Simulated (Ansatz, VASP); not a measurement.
**CaGa2O2: VASP beside Ansatz**

```
Ca Ga O
1.0
     3.50968   -4.04810    0.00000
     3.50968    4.04810    0.00000
     0.00000    0.00000    3.51047
Ca Ga O
1 2 2
Direct
  0.50000 0.50000 0.50000
  0.50000 0.00000 0.00000
  0.00000 0.50000 0.00000
  0.71635 0.71635 0.00000
  0.28365 0.28365 0.00000
```

Change from the starting cell: ordered mixture with vacancies on the cation sites of cuprite (C2/m, No. 12).

Alike in both runs: functional PBE; k mesh 4 × 4 × 6; occupations gaussian, width 0.1 eV; no spin polarisation.

Ansatz relaxed the structure, and its values are those at the end. VASP's run is a single point on that final structure, the one shown.

|  | VASP | Ansatz |
| --- | --- | --- |
| version | VASP 6.6.1 | Ansatz 0.2.0 |
| potentials or method | VASP PAW PBE potentials, release 64 (Ca_sv, Ga_d, O), cutoff 520 eV | scalar-relativistic, plane waves, PAW |
| valence electrons in the cell | 48 | 48 |

|  | VASP | Ansatz | Ansatz less VASP |
| --- | --- | --- | --- |
| gap on the k mesh at the Fermi level (eV) | none | none | - |
| pressure (GPa) | 0.3 | 0.0 | -0.32 |
| rms of the force components (eV/Å) | 0.002 | 0.011 | +0.0085 |

A gap of «none» marks a metal or a gap that the smearing closes.
